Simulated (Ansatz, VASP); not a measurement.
## One calculation of TaN, two programs

File INCAR:

```
PREC     = Accurate       # precision mode
ENCUT    = 600            # plane-wave cutoff, eV
EDIFF    = 1E-6           # SCF threshold, eV
ISMEAR   = -1             # smearing method
SIGMA    = 0.05           # smearing width, eV
LREAL    = False          # projectors in reciprocal space
LASPH    = True           # aspherical terms in the spheres
NELM     = 60             # most SCF steps
ALGO     = Normal         # electronic algorithm
ISIF     = 3              # what is computed and relaxed
LWAVE    = False          # write WAVECAR
LCHARG   = False          # write CHGCAR
GGA      = RE             # functional
IVDW     = 12             # dispersion correction
IBRION   = 2              # ionic algorithm
NSW      = 60             # ionic steps
EDIFFG   = -0.01          # ionic threshold
```

The input KPOINTS:

```
regular mesh
0
Gamma
  10 10 10
```

The input POSCAR:

```
TaN
1.0
    0.0000000000      2.2113230000      2.2113230000
    2.2113230000      0.0000000000      2.2113230000
    2.2113230000      2.2113230000      0.0000000000
Ta N
1 1
Direct
    0.5000000000      0.5000000000      0.5000000000
    0.0000000000      0.0000000000      0.0000000000
```

File input.yaml:

```yaml
crystal:
  lattice:
    - [0.0, 2.211323, 2.211323]
    - [2.211323, 0.0, 2.211323]
    - [2.211323, 2.211323, 0.0]
  atoms:
    - { symbol: Ta, position: [0.5, 0.5, 0.5] }
    - { symbol: "N", position: [0.0, 0.0, 0.0] }
hamiltonian:
  xc: revpbe
  pseudopotentials: { kind: paw }
  dispersion: d3bj
kpoints:
  mp_grid: { grid: [10, 10, 10] }
scf:
  occupations: { method: fermi_dirac, width: 0.05 }
output:
  forces: true
  stress: true
  write_density: true
  write_potential: true
  elf: true
  volumetric_format: npy
relax:
  f_tol: 0.01
  max_steps: 40
  cell: { stress_tol: 0.05 }
```

Alike in both runs: task relaxation of cell and atoms; functional revPBE; dispersion D3(BJ); k mesh 10 × 10 × 10; occupations fermi-dirac, width 0.05 eV; no spin polarisation.

|  | VASP | Ansatz |
| --- | --- | --- |
| version | VASP 6.6.1 | Ansatz 0.2.0 |
| potentials or method | VASP PAW PBE potentials, release 64 (Ta_pv, N) | Ansatz PAW |
| plane-wave cutoff (eV) | 600 | 420 |
| valence electrons in the cell | 16 | 18 |

|  | VASP | Ansatz | Ansatz less VASP |
| --- | --- | --- | --- |
| gap on the k mesh at the Fermi level, each at its own relaxed structure (eV) | none | none | - |
| relaxed volume (Å³/atom) | 10.46 | 10.44 | -0.026 |
| relaxed cell length with the largest relative difference (Å) | 3.093 | 3.091 | -0.0025 |

VASP's potentials were made for PBE, not for revPBE. A gap of «none» marks a metal or a gap that the smearing closes. VASP's potentials hold 16 valence electrons a cell and Ansatz's 18, so a difference there can come from the potentials and not from the codes.

Spin-orbit coupling is off throughout. Noted on Ansatz's run: the plane-wave basis is chosen anew once the cell has moved, so the energies of steps on either side of that aren't comparable.
